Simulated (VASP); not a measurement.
# MgTl2PtC6N6 (Fm-3m) in VASP: notebook, part 2 of 2

VASP 6.6.1. Earlier steps stand in the parts before.

## 3. Single point, PBE, collinear spin

This run uses another cell than the first one, of 17.15 Å³/atom.

The input, INCAR:

```
SYSTEM = MgTl2PtC6N6
  PREC = Accurate
  ENCUT = 520
  EDIFF = 1E-7
  ISMEAR = 0
  SIGMA = 0.1
  LREAL = Auto
  LASPH = .True.
  NELM = 150
  ALGO = Normal
  ISIF = 2
  LWAVE = .False.
  LCHARG = .False.
  ISPIN = 2
  MAGMOM = 0 0 0 1 0 0 0 0 0 0 0 0 0 0 0 0
  LORBIT = 11
  LMAXMIX = 4
  GGA = PE
  NBANDS = 64
```

The input, KPOINTS:

```
Automatic mesh
0
Gamma
  4 4 4
  0 0 0
```

The input, POSCAR:

```
MgTl2PtC6N6
1.0
    0.0000000000      5.1575000000      5.1575000000
    5.1575000000      0.0000000000      5.1575000000
    5.1575000000      5.1575000000      0.0000000000
Mg Tl Pt C N
1 2 1 6 6
Direct
    0.0000000000      0.0000000000      0.0000000000
    0.2500000000      0.2500000000      0.2500000000
    0.7500000000      0.7500000000      0.7500000000
    0.5000000000      0.5000000000      0.5000000000
    0.8080465300      0.1919534700      0.1919534700
    0.1919534700      0.8080465300      0.1919534700
    0.1919534700      0.1919534700      0.8080465300
    0.1919534700      0.8080465300      0.8080465300
    0.8080465300      0.1919534700      0.8080465300
    0.8080465300      0.8080465300      0.1919534700
    0.6946194900      0.3053805100      0.3053805100
    0.3053805100      0.6946194900      0.3053805100
    0.3053805100      0.3053805100      0.6946194900
    0.3053805100      0.6946194900      0.6946194900
    0.6946194900      0.3053805100      0.6946194900
    0.6946194900      0.6946194900      0.3053805100
```

Potentials or basis: VASP PAW PBE potentials, release 64 (Mg, Tl_d, Pt, C, N).

The run is started by

```console
> cat potpaw_PBE.64/Mg/POTCAR potpaw_PBE.64/Tl_d/POTCAR potpaw_PBE.64/Pt/POTCAR potpaw_PBE.64/C/POTCAR potpaw_PBE.64/N/POTCAR > POTCAR
> mpirun -np 1 vasp_std > vasp.out
```

OUTCAR:

```text
SYSTEM = MgTl2PtC6N6
   PREC = Accurate
   ENCUT = 520
   EDIFF = 1E-7
   ISMEAR = 0
   LREAL = Auto
   LASPH = .True.
   NELM = 150
   ISIF = 2
   ISPIN = 2
   LORBIT = 11
   GGA = PE

 ion  position               nearest neighbor table
   1  0.000  0.000  0.000-   5 1.98   6 1.98   7 1.98   8 1.98   9 1.98  10 1.98
   2  0.250  0.250  0.250-
   3  0.750  0.750  0.750-
   4  0.500  0.500  0.500-  11 2.01  12 2.01  13 2.01  14 2.01  15 2.01  16 2.01
   5  0.808  0.192  0.192-  11 1.17   1 1.98
   6  0.192  0.808  0.192-  12 1.17   1 1.98
   7  0.192  0.192  0.808-  13 1.17   1 1.98
   8  0.192  0.808  0.808-  14 1.17   1 1.98
   9  0.808  0.192  0.808-  15 1.17   1 1.98
  10  0.808  0.808  0.192-  16 1.17   1 1.98
  11  0.695  0.305  0.305-   5 1.17   4 2.01
  12  0.305  0.695  0.305-   6 1.17   4 2.01
  13  0.305  0.305  0.695-   7 1.17   4 2.01
  14  0.305  0.695  0.695-   8 1.17   4 2.01
  15  0.695  0.305  0.695-   9 1.17   4 2.01
  16  0.695  0.695  0.305-  10 1.17   4 2.01

  LATTYP: Found a face centered cubic cell.
 ALAT       =    10.3150000000

  Lattice vectors:

 A1 = (   0.0000000000,   5.1575000000,   5.1575000000)
 A2 = (   5.1575000000,   0.0000000000,   5.1575000000)
 A3 = (   5.1575000000,   5.1575000000,   0.0000000000)

Analysis of symmetry for initial positions (statically):
=====================================================================
 Subroutine PRICEL returns:
 Original cell was already a primitive cell.

 Routine SETGRP: Setting up the symmetry group for a
 face centered cubic supercell.

 Subroutine GETGRP returns: Found 48 space group operations
 (whereof 48 operations were pure point group operations)
 out of a pool of 48 trial point group operations.

The static configuration has the point symmetry O_h .

[... 197 lines left out ...]
  band No.  band energies     occupation
      1     -16.3277      1.00000
      2     -15.9560      1.00000
      3     -15.9560      1.00000
      4     -15.9560      1.00000
      5     -15.9441      1.00000
      6     -15.9440      1.00000
[... 477 lines left out ...]
     57       6.4305      0.00000
     58       6.5220      0.00000
 Fermi energy:         4.3789956911

 spin component 2

 k-point     1 :       0.0000    0.0000    0.0000
  band No.  band energies     occupation
      1     -16.3276      1.00000
      2     -15.9560      1.00000
      3     -15.9560      1.00000
      4     -15.9560      1.00000
      5     -15.9440      1.00000
      6     -15.9440      1.00000
[... 477 lines left out ...]
     57       6.4305      0.00000
     58       6.5220      0.00000
 [bands above 58 left out]

------------------------ aborting loop because EDIFF is reached ----------------------------------------

  FORCE on cell =-STRESS in cart. coord.  units (eV):
  Direction    XX          YY          ZZ          XY          YZ          ZX
  --------------------------------------------------------------------------------------
  -------------------------------------------------------------------------------------
  Total       21.8696892     21.8696892     21.8696892     -0.0000000     -0.0000000      0.0000000
  in kB      127.7042902    127.7042902    127.7042902     -0.0000000     -0.0000000      0.0000000
  external PRESSURE =     127.7042902 kB  Pullay stress =       0.0000000 kB

 VOLUME and BASIS-vectors are now :
 -----------------------------------------------------------------------------
  energy-cutoff  :      520.00
  volume of cell :      274.38
      direct lattice vectors                 reciprocal lattice vectors
     0.000000000  5.157500000  5.157500000    -0.096946195  0.096946195  0.096946195
     5.157500000  0.000000000  5.157500000     0.096946195 -0.096946195  0.096946195
     5.157500000  5.157500000  0.000000000     0.096946195  0.096946195 -0.096946195

 POSITION                                       TOTAL-FORCE (eV/Angst)
 -----------------------------------------------------------------------------------
      0.00000      0.00000      0.00000         0.000000      0.000000      0.000000
      2.57875      2.57875      2.57875         0.000000      0.000000      0.000000
      7.73625      7.73625      7.73625        -0.000000      0.000000     -0.000000
      5.15750      5.15750      5.15750         0.000000      0.000000     -0.000000
      1.98000      5.15750      5.15750         1.833928      0.000000      0.000000
      5.15750      1.98000      5.15750         0.000000      1.833928      0.000000
[... 8 lines left out ...]
      5.15750      7.16500      5.15750         0.000000      0.596149      0.000000
      5.15750      5.15750      7.16500         0.000000      0.000000      0.596149
 -----------------------------------------------------------------------------------
    total drift:                                0.000000      0.000000      0.000000

  FREE ENERGIE OF THE ION-ELECTRON SYSTEM (eV)
  ---------------------------------------------------
  free  energy   TOTEN  =      -106.1682939965 eV

  energy  without entropy=     -106.0825437564  energy(sigma->0) =     -106.12541888

 total charge

# of ion       s       p       d       tot
------------------------------------------
    1        0.204   0.324   0.146   0.674
    2        1.308   0.111   9.662  11.080
    3        1.308   0.111   9.662  11.080
    4        0.657   0.974   8.045   9.676
    5        1.004   1.605   0.000   2.609
    6        1.004   1.605   0.000   2.609
[... 8 lines left out ...]
   15        1.302   2.617   0.000   3.919
   16        1.302   2.617   0.000   3.919
--------------------------------------------------
tot         17.314  26.856  27.514  71.684

 magnetization (x)

# of ion       s       p       d       tot
------------------------------------------
    1        0.000   0.000   0.000   0.000
    2        0.000   0.000   0.000   0.000
    3        0.000   0.000   0.000   0.000
    4       -0.000  -0.000   0.000   0.000
    5        0.000   0.000   0.000   0.000
    6        0.000   0.000   0.000   0.000
[... 8 lines left out ...]
   15        0.000   0.000   0.000   0.000
   16        0.000   0.000   0.000   0.000
--------------------------------------------------
tot          0.000   0.000   0.000   0.000
```

OSZICAR:

```text
N       E                     dE             d eps       ncg     rms          rms(c)
DAV:   1     0.539318663467E+03    0.53932E+03   -0.45115E+04  2080   0.129E+03
DAV:   2    -0.771509210551E+02   -0.61647E+03   -0.58436E+03  2560   0.297E+02
[... 14 lines left out ...]
DAV:  17    -0.106168389847E+03   -0.85311E-04   -0.12694E-03  2224   0.788E-02    0.708E-01
DAV:  18    -0.106168297492E+03    0.92355E-04   -0.47806E-04  2328   0.366E-02    0.123E-01
DAV:  19    -0.106168294494E+03    0.29977E-05   -0.31709E-05  2352   0.117E-02    0.801E-02
DAV:  20    -0.106168293971E+03    0.52312E-06   -0.22674E-06  2400   0.389E-03    0.430E-02
DAV:  21    -0.106168293923E+03    0.47829E-07   -0.10388E-06  1976   0.265E-03    0.138E-02
DAV:  22    -0.106168293996E+03   -0.73062E-07   -0.10317E-07  1656   0.126E-03
   1 F= -.10616829E+03 E0= -.10612542E+03  d E =-.857502E-01  mag=     0.0001
```

Wall time 25 min (1 thread of Oxide Virtual Turin-like, shared host); peak memory 0.6 GiB.

Results:

```yaml
Free_energy: -106.1683 eV
Pressure: 12.8 GPa
Largest_force: 1.834 eV/Å
Band_gap_on_the_k_mesh: zero (filled and empty bands overlap)
Net_moment: 0.00 μB per cell
Valence_electrons_inside_the_program's_atomic_spheres: Mg 0.67; Tl 11.08; Pt 9.68; C 2.61; N 3.92
```

Forces on the atoms (eV/Å):
```
Mg   0.000  0.000  0.000
Tl   0.000  0.000  0.000
Tl   0.000  0.000  0.000
Pt   0.000  0.000  0.000
C    1.834  0.000  0.000
C    0.000  1.834  0.000
C    0.000  0.000  1.834
C   -1.834  0.000  0.000
C    0.000 -1.834  0.000
C    0.000  0.000 -1.834
N   -0.596  0.000  0.000
N    0.000 -0.596  0.000
N    0.000  0.000 -0.596
N    0.596  0.000  0.000
N    0.000  0.596  0.000
N    0.000  0.000  0.596
```

Caveat: the cell stands under pressure; spin-orbit coupling is left out, which moves the levels of the heavy elements; forces of over 1 eV/Å act on the atoms, so gaps and moduli don't describe the material at rest.
